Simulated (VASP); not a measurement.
Here is a VASP 6.6.1 calculation.

File INCAR:

```
SYSTEM = NaNb3
ALGO     = Fast           ! electronic algorithm
EDIFF    = 1E-6           ! SCF threshold, eV
EDIFFG   = -0.04          ! ionic threshold
ENCUT    = 600            ! plane-wave cutoff, eV
GGA      = PE             ! functional
IBRION   = 2              ! ionic algorithm
ISIF     = 3              ! what is computed and relaxed
ISMEAR   = 0              ! smearing method
LASPH    = .TRUE.         ! aspherical terms in the spheres
LCHARG   = .FALSE.        ! write CHGCAR
LREAL    = .FALSE.        ! projectors in reciprocal space
LWAVE    = .FALSE.        ! write WAVECAR
NELM     = 100            ! most SCF steps
NSW      = 90             ! ionic steps
PREC     = Accurate       ! precision mode
SIGMA    = 0.1            ! smearing width, eV
```

The input KPOINTS:

```
k-points
0
G
  4 4 4
  0 0 0
```

File POSCAR:

```
NaNb3
1.0
    4.0407314426      0.0000000000      0.0000000000
    0.0000000000      4.0407314426      0.0000000000
    0.0000000000      0.0000000000      3.9991983631
Na Nb
1 3
Direct
    0.0000000000      0.0000000000      0.0000000000
    0.0000000000      0.5000000000      0.5000000000
    0.5000000000      0.0000000000      0.5000000000
    0.5000000000      0.5000000000      0.0000000000
```

Potentials or basis: VASP PAW PBE potentials, release 64 (Na_pv, Nb_sv).

The run is started by

```console
$ cat potpaw_PBE.64/Na_pv/POTCAR potpaw_PBE.64/Nb_sv/POTCAR > POTCAR
$ mpirun -np 1 vasp_std > vasp.out
```

(1) Predict the band gap on the k mesh.

(2) What does it give for the relaxed cell?

(3) Estimate the space group after relaxing (to 0.05 Å).

Answers

(1) zero (band 23 reaches 10.31 eV, above the bottom of band 24 at 8.31 eV).

(2) a = 4.639 Å, b = 4.639 Å, c = 3.483 Å, α = 90.00°, β = 90.00°, γ = 90.00°.

(3) P4/mmm (No. 123).

Caveat: the k points lie up to 0.45 Å⁻¹ apart in the final cell.
